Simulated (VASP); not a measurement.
Runs of VASP 6.6.1 on Cd. The structure is that of space group Pm-3m (No. 221), or close to it. The cells are those of the table. 

```csv
task,cell,k mesh,cutoff (eV),gap on the mesh (eV),pressure (GPa),relaxed volume (Å³/atom)
single point,"a = 2.907 Å, 1 atom",18 × 18 × 18,520,none,(a),-
relaxation of cell and atoms,"relaxed from a = 2.828 Å, 1 atom",6 × 6 × 6,600,none,0.0,25.24
relaxation of cell and atoms,"relaxed from a = 2.935 Å, 1 atom",18 × 18 × 18,600,none,0.0,24.66
single point,"a = 2.935 Å, 1 atom",6 × 6 × 6,520,none,0.0,-
```

Alike in all rows: level PBEsol; potentials or basis VASP PAW PBE potentials, release 64 (Cd); no spin polarisation; smearing gaussian 0.1 eV.

Task: Fill in the values left out.

Result: (a) 0.3.

Caveats: some runs use coarse meshes; the PAW data sets were made with another functional, which shifts forces and pressure a little.

A k mesh can miss the band edges, and the runs leave out spin-orbit coupling on Cd.

A gap of «none» marks levels without a gap at the run's occupations.
